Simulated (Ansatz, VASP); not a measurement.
This is a calculation of Co for Ansatz 0.2.0.

input.yaml

```yaml
crystal:
  lattice:
    - [2.4873648738, 0.0, 0.0]
    - [-1.2436824369, 2.1541211692, 0.0]
    - [0.0, 0.0, 23.1265790068]
  atoms:
    - { symbol: Co, position: [0.66666667, 0.33333334, 0.3243021805], spin: 2.0 }
    - { symbol: Co, position: [0.33333333, 0.66666666, 0.4086859779], spin: 2.0 }
    - { symbol: Co, position: [0.66666667, 0.33333334, 0.5], spin: 2.0 }
    - { symbol: Co, position: [0.33333333, 0.66666666, 0.5843837973], spin: 2.0 }
    - { symbol: Co, position: [0.66666667, 0.33333334, 0.6756978195], spin: 2.0 }
hamiltonian:
  xc: pbe
  pseudopotentials: { kind: paw }
magnetization:
  spin_polarized: true
kpoints:
  mp_grid: { grid: [12, 12, 1] }
scf:
  occupations: { method: fermi_dirac, width: 0.05 }
output:
  forces: true
  eigenvalues: true
efield:
  axis: 3
  dipole_correction: true
  ramp_width: 0.04
```

Potentials or basis: Ansatz PAW.

Launch:

```console
$ ansatz run input.yaml --threads 4 --pin off --max-ram 11264MiB --backend cpu --events-out ev --progress --plain --runs-dir out
```

Problem. Translate it to VASP 6.6.1. Potentials there: VASP PAW PBE potentials, release 64 (Co).

Solution. As run (the cutoff follows the program's own potentials):

File INCAR:

```
  PREC = Accurate
  ENCUT = 520
  EDIFF = 1E-7
  ISMEAR = -1
  SIGMA = 0.05
  LREAL = F
  LASPH = T
  NELM = 150
  ALGO = Normal
  ISIF = 2
  LWAVE = F
  LCHARG = T
  ISPIN = 2
  MAGMOM = 2 2 2 2 2
  LORBIT = 11
  LMAXMIX = 4
  LDIPOL = T
  IDIPOL = 3
  DIPOL = 0.5 0.5 0.499
  GGA = PE
  LELF = T
  LVHAR = T
  LVACPOTAV = T
  NBANDS = 34
```

KPOINTS

```
regular mesh
0
Gamma
  12 12 1
```

Contents of POSCAR:

```
Co
1.0
    2.4873648738      0.0000000000      0.0000000000
   -1.2436824369      2.1541211692      0.0000000000
    0.0000000000      0.0000000000     23.1265790068
Co
5
Direct
    0.6666666700      0.3333333400      0.3243021805
    0.3333333300      0.6666666600      0.4086859779
    0.6666666700      0.3333333400      0.5000000000
    0.3333333300      0.6666666600      0.5843837973
    0.6666666700      0.3333333400      0.6756978195
```

Potentials or basis: VASP PAW PBE potentials, release 64 (Co).

Run with:

```console
$ cat potpaw_PBE.64/Co/POTCAR > POTCAR
$ mpirun -np 1 vasp_std > vasp.out
```

Both were run:

|  | VASP | Ansatz | Ansatz less VASP |
| --- | --- | --- | --- |
| gap on the k mesh at the Fermi level (eV) | none | none | - |
| rms of the force components (eV/Å) | 0.309 | 0.311 | +0.0016 |
| net moment per atom (μB) | 1.70 | 1.72 | +0.012 |
| size of the moment on the site where the two differ most (μB) | 1.71 | 1.77 | +0.065 |
| work function, face that differs most (eV) | 4.98 | 5.02 | +0.038 |

Site moments also hang on the region over which each program counts them. Atom by atom the forces differ by 0.014 eV/Å (rms over components). A gap of «none» marks a metal or a gap that the smearing closes. The functional is the same, so the differences come from potentials, cutoffs and numerics. VASP's potentials hold 45 valence electrons a cell and Ansatz's 85, so a difference there can come from the potentials and not from the codes.
